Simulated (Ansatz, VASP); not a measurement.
One calculation of Al, two programs

```
CELL_PARAMETERS angstrom
2.92495 0.00000 0.00000
-1.46248 2.53308 0.00000
0.00000 0.00000 4.86685
ATOMIC_POSITIONS crystal
Al 0.33333 0.66667 0.25000
Al 0.66667 0.33333 0.75000
```

Change from the starting cell: strain_xy = 0.04.

Alike in both runs: task single point; functional PBEsol; k mesh 11 × 11 × 6; occupations fermi-dirac, width 0.05 eV; no spin polarisation.

|  | VASP | Ansatz |
| --- | --- | --- |
| version | VASP 6.6.1 | Ansatz 0.2.0 |
| potentials or method | VASP PAW PBE potentials, release 64 (Al), cutoff 500 eV | all-electron LAPW, scalar-relativistic |

|  | VASP | Ansatz | Ansatz less VASP |
| --- | --- | --- | --- |
| gap on the k mesh at the Fermi level (eV) | none | none | - |
| pressure (GPa) | -6.4 | -6.4 | -0.01 |
| traceless stress, the component that is largest in VASP (GPa) | -0.76 | -0.76 | +0.003 |

VASP's potentials were made for PBE, not for PBEsol. A gap of «none» marks a metal or a gap that the smearing closes. Ansatz ran all-electron here, and VASP with PAW potentials.
